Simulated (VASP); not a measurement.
SnTe:

```
Te Sn
1.0
     3.95608    0.00000    0.00000
     0.00000    3.95608    0.00000
     0.00000    0.00000    3.95608
Te Sn
1 1
Direct
  0.50000 0.50000 0.50000
  0.00000 0.00000 0.00000
```

This cell differs from its parent crystal: volume scaled by 1.04.

Base run:

```yaml
Program: VASP 6.6.1
Functional: PBE
Potentials_or_basis: VASP PAW PBE potentials, release 64 (Te, Sn_d)
Cutoff: 520 eV
k_mesh: 7 × 7 × 7
Occupations: fermi-dirac, width 0.05 eV
Spin: no spin polarisation
```

Its results: band gap on the k mesh zero (band 10 reaches 6.77 eV, above the bottom of band 11 at 5.81 eV); pressure -2.2 GPa.

The run is repeated on the same cell with these changes: functional from PBE to PBEsol; further incar settings from ALGO = Normal; EDIFF = 1e-06; NBANDS = 17 to ALGO = Normal; EDIFF = 1e-07; NBANDS = 17. What comes out?

Band gap on the k mesh zero (band 10 reaches 6.62 eV, above the bottom of band 11 at 5.64 eV); pressure -4.8 GPa.

Caveats: spin-orbit coupling is left out, which moves the levels of the heavy elements; the PAW data sets were made with another functional, which shifts forces and pressure a little (some runs).
